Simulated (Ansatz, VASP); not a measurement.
Two plane-wave programs on Si3N4

The input INCAR:

```
  PREC = Accurate
  ENCUT = 520
  EDIFF = 1E-6
  ISMEAR = -1
  SIGMA = 0.02
  LREAL = False
  LASPH = True
  NELM = 60
  ALGO = Normal
  ISIF = 2
  LWAVE = False
  LCHARG = True
  GGA = PE
  LELF = True
  LVHAR = True
  NBANDS = 45
```

Contents of KPOINTS:

```
regular mesh
0
Gamma
  6 6 8
```

Contents of POSCAR:

```
Si3N4
1.0
    7.8338339775      0.0000000000      0.0000000000
   -3.9169169887      6.7842992335      0.0000000000
    0.0000000000      0.0000000000      2.8768957944
Si N
6 8
Direct
    0.2286416020      0.8213925441      0.7500000000
    0.4072490579      0.2286416020      0.2500000000
    0.8213925441      0.5927509421      0.2500000000
    0.1786074559      0.4072490579      0.7500000000
    0.5927509421      0.7713583980      0.7500000000
    0.7713583980      0.1786074559      0.2500000000
    0.3333333333      0.6666666667      0.7500000000
    0.6666666667      0.3333333333      0.2500000000
    0.9683164804      0.6690658841      0.7500000000
    0.2992505963      0.9683164804      0.2500000000
    0.6690658841      0.7007494037      0.2500000000
    0.3309341159      0.2992505963      0.7500000000
    0.0316835196      0.3309341159      0.2500000000
    0.7007494037      0.0316835196      0.7500000000
```

Input for Ansatz:

```yaml
crystal:
  lattice:
    - [7.8338339775, 0.0, 0.0]
    - [-3.9169169887, 6.7842992335, 0.0]
    - [0.0, 0.0, 2.8768957944]
  atoms:
    - { symbol: Si, position: [0.228641602, 0.8213925441, 0.75] }
    - { symbol: Si, position: [0.4072490579, 0.228641602, 0.25] }
    - { symbol: Si, position: [0.8213925441, 0.5927509421, 0.25] }
    - { symbol: Si, position: [0.1786074559, 0.4072490579, 0.75] }
    - { symbol: Si, position: [0.5927509421, 0.771358398, 0.75] }
    - { symbol: Si, position: [0.771358398, 0.1786074559, 0.25] }
    - { symbol: "N", position: [0.3333333333, 0.6666666667, 0.75] }
    - { symbol: "N", position: [0.6666666667, 0.3333333333, 0.25] }
    - { symbol: "N", position: [0.9683164804, 0.6690658841, 0.75] }
    - { symbol: "N", position: [0.2992505963, 0.9683164804, 0.25] }
    - { symbol: "N", position: [0.6690658841, 0.7007494037, 0.25] }
    - { symbol: "N", position: [0.3309341159, 0.2992505963, 0.75] }
    - { symbol: "N", position: [0.0316835196, 0.3309341159, 0.25] }
    - { symbol: "N", position: [0.7007494037, 0.0316835196, 0.75] }
kpoints:
  mp_grid: { grid: [6, 6, 8] }
  band_path:
    path:
      - [0.0, 0.0, 0.0]
      - [0.5, 0.0, 0.0]
      - [0.3333333333, 0.3333333333, 0.0]
      - [0.0, 0.0, 0.5]
      - [0.5, 0.0, 0.5]
      - [0.3333333333, 0.3333333333, 0.5]
      - [0.0, -0.5, 0.424479]
    npoints: 1
hamiltonian:
  xc: pbe
scf:
  occupations: { method: fermi_dirac, width: 0.02 }
  n_extra_bands: 7
output:
  forces: true
  stress: true
  eigenvalues: true
  write_density: true
  write_potential: true
  elf: true
  volumetric_format: npy
```

Change from the starting cell: epitaxial_xy strain +3.0%.

Alike in both runs: task single point; functional PBE; k mesh 6 × 6 × 8; occupations fermi-dirac, width 0.02 eV; no spin polarisation.

|  | VASP | Ansatz |
| --- | --- | --- |
| version | VASP 6.6.1 | Ansatz 0.2.0 |
| potentials or method | VASP PAW PBE potentials, release 64 (Si, N) | plane waves, PAW |
| plane-wave cutoff (eV) | 520 | 420 |
| valence electrons in the cell | 64 | 64 |

Ansatz gave:

```
gap on the k mesh at the Fermi level (eV)                     : 4.13
pressure (GPa)                                                : -5.4
traceless stress, the component that is largest in VASP (GPa) : 10.47
rms of the force components (eV/Å)                            : 0.028
```

Problem. What did VASP give for the same quantities?

Solution. gap on the k mesh at the Fermi level (eV): 4.12; pressure (GPa): -5.7; traceless stress, the component that is largest in VASP (GPa): 10.52; rms of the force components (eV/Å): 0.029.

Atom by atom the forces differ by 0.002 eV/Å (rms over components). The functional is the same, so the differences come from potentials, cutoffs and numerics.
